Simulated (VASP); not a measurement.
Runs of VASP 6.6.1 on I. It takes space group Cmce (No. 64, orthorhombic). Conventional cell: a = 7.177 Å, b = 4.283 Å, c = 9.627 Å, α = 90.00°, β = 90.00°, γ = 90.00°. I (site symmetry m) has 4 I at 2.80 to 3.66 Å within 3.7 Å. 

```csv
smearing,gap on the mesh (eV),pressure (GPa),largest force (eV/Å)
gaussian 0.1 eV,0.63,0.0,0.03
gaussian 0.2 eV,0.63,0.0,0.03
gaussian 0.6 eV,0.64,(a),0.10
gaussian 0.3 eV,0.63,0.0,0.03
```

Alike in all rows: task single point; level LDA; potentials or basis VASP PAW LDA potentials, release 64 (I); no spin polarisation; cell as given; k mesh 9 × 9 × 4; cutoff (eV) 520.

Question: Estimate the missing entries.

Answer: (a) 0.2.

Caveats: semilocal functionals underestimate gaps, and a narrow one can read as zero; spin-orbit coupling is left out, which moves the levels of the heavy elements; so wide a smearing shifts energies and pressures (at least some runs).

A k mesh can miss the band edges, and the runs leave out spin-orbit coupling on I.
